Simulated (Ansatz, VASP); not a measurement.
# Pt: VASP beside Ansatz

The input INCAR:

```
PREC = Accurate ; ENCUT = 500
EDIFF = 1E-6 ; ISMEAR = -1
SIGMA = 0.05 ; LREAL = False
LASPH = True ; NELM = 120
ALGO = Normal ; ISIF = 2
LWAVE = False ; LCHARG = False
GGA = B5 ; ALDAX = 1.0
AGGAX = 1.0 ; AGGAC = 1.0
ALDAC = 0.0 ; NBANDS = 15
GGA_COMPAT = False
```

KPOINTS

```
regular mesh
0
Gamma
  12 12 12
```

File POSCAR:

```
Pt
1.0
    0.0000000000      1.9609000000      1.9609000000
    1.9609000000      0.0000000000      1.9609000000
    1.9609000000      1.9609000000      0.0000000000
Pt
1
Direct
    0.0000000000      0.0000000000      0.0000000000
```

Contents of input.yaml:

```yaml
crystal:
  lattice:
    - [0.0, 1.9609, 1.9609]
    - [1.9609, 0.0, 1.9609]
    - [1.9609, 1.9609, 0.0]
  atoms:
    - { symbol: Pt, position: [0.0, 0.0, 0.0] }
hamiltonian:
  xc: blyp
  pseudopotentials: { kind: paw }
kpoints:
  mp_grid: { grid: [12, 12, 12] }
  band_path:
    path:
      - [[0.0, 0.0, 0.0], [0.5, 0.0, 0.5], [0.5, 0.25, 0.75], [0.375, 0.375, 0.75], [0.0, 0.0, 0.0], [0.5, 0.5, 0.5], [0.625, 0.25, 0.625], [0.5, 0.25, 0.75], [0.5, 0.5, 0.5], [0.375, 0.375, 0.75]]
      - [[0.625, 0.25, 0.625], [0.5, 0.0, 0.5]]
    npoints: 14
scf:
  occupations: { method: fermi_dirac, width: 0.05 }
  n_extra_bands: 6
output:
  forces: true
  stress: true
  eigenvalues: true
  fatbands: false
```

Alike in both runs: functional BLYP; k mesh 12 × 12 × 12; occupations fermi-dirac, width 0.05 eV; no spin polarisation.

```csv
,VASP,Ansatz
version,VASP 6.6.1,Ansatz 0.2.0
potentials or method,"VASP PAW PBE potentials, release 64 (Pt_sv_GW)",Ansatz PAW
plane-wave cutoff (eV),500,420
valence electrons in the cell,18,18
task,single point,band structure
```

|  | VASP | Ansatz | Ansatz less VASP |
| --- | --- | --- | --- |
| gap on the k mesh at the Fermi level (eV) | none | none | - |
| pressure (GPa) | 23.9 | 25.6 | +1.66 |

VASP's potentials were made for PBE, not for BLYP. A gap of «none» marks a metal or a gap that the smearing closes. With one functional, cell and mesh, what is left measures potentials, basis and numerics.

Spin-orbit coupling is off throughout.
